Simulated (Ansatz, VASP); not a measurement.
MgO in VASP and in Ansatz

```xyz
6
Lattice="2.9410 0.0000 0.0000 0.0000 2.9410 0.0000 0.0000 0.0000 20.1592" Properties=species:S:1:pos:R:3 pbc="T T T"
Mg    0.7353    0.7353    8.0181
Mg    2.2058    2.2058   10.0796
Mg    0.7353    0.7353   12.1411
O     2.2058    2.2058    7.9790
O     0.7353    0.7353   10.0796
O     2.2058    2.2058   12.1802
```

Alike in both runs: functional LDA; k mesh 10 × 10 × 1; occupations fermi-dirac, width 0.02 eV; no spin polarisation.

Ansatz relaxed the structure, and its values are those at the end. VASP's run is a single point on that final structure, the one shown.

|  | VASP | Ansatz |
| --- | --- | --- |
| version | VASP 6.6.1 | Ansatz 0.2.0 |
| potentials or method | VASP PAW LDA potentials, release 64 (Mg, O) | PAW with Ansatz's default frozen-core files, scalar-relativistic |
| plane-wave cutoff (eV) | 520 | 420 |
| valence electrons in the cell | 24 | 48 |

VASP gave:

| Property | Result |
| --- | --- |
| gap on the k mesh at the Fermi level (eV) | 3.63 |
| rms of the force components (eV/Å) | 0.016 |

Question: What did Ansatz give for the same quantities?

Answer: gap on the k mesh at the Fermi level (eV): 3.64; rms of the force components (eV/Å): 0.001.

LDA's correlation is that of Perdew and Zunger in VASP and of Perdew and Wang (1992) in Ansatz. VASP's potentials hold 24 valence electrons a cell and Ansatz's 48, so a difference there can come from the potentials and not from the codes. Ansatz's warnings: stress scf threshold loose.
